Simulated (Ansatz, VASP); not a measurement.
InSb: VASP beside Ansatz

```
In Sb
1.0
     0.00000    2.99913    3.12953
     2.99913    0.00000    3.12953
     2.99913    2.99913    0.00000
In Sb
1 1
Direct
  0.00000 0.00000 0.00000
  0.75000 0.75000 0.75000
```

Change from the starting cell: strain -0.080 along x and y, -0.040 along z, atoms carried along.

Alike in both runs: task single point; functional PBEsol; k mesh 16 × 16 × 16; occupations gaussian, width 0.15 eV; no spin polarisation.

```csv
,VASP,Ansatz
version,VASP 6.6.1,Ansatz 0.2.0
potentials or method,"VASP PAW PBE potentials, release 64 (In_d, Sb), cutoff 520 eV","scalar-relativistic, plane waves, PAW"
valence electrons in the cell,18,28
```

Ansatz gave:

* gap on the k mesh at the Fermi level (eV): 0.63
* least direct gap on the mesh (eV): 0.74
* pressure (GPa): 14.5
* traceless stress, the component that is largest in VASP (GPa): -0.64

**Question.** What did VASP give for the same quantities?

**Answer.** gap on the k mesh at the Fermi level (eV): 0.61; least direct gap on the mesh (eV): 0.76; pressure (GPa): 14.6; traceless stress, the component that is largest in VASP (GPa): -0.64.

VASP's potentials were made for PBE, not for PBEsol. VASP's potentials hold 18 valence electrons a cell and Ansatz's 28, so a difference there can come from the potentials and not from the codes.

Spin-orbit coupling is off throughout.
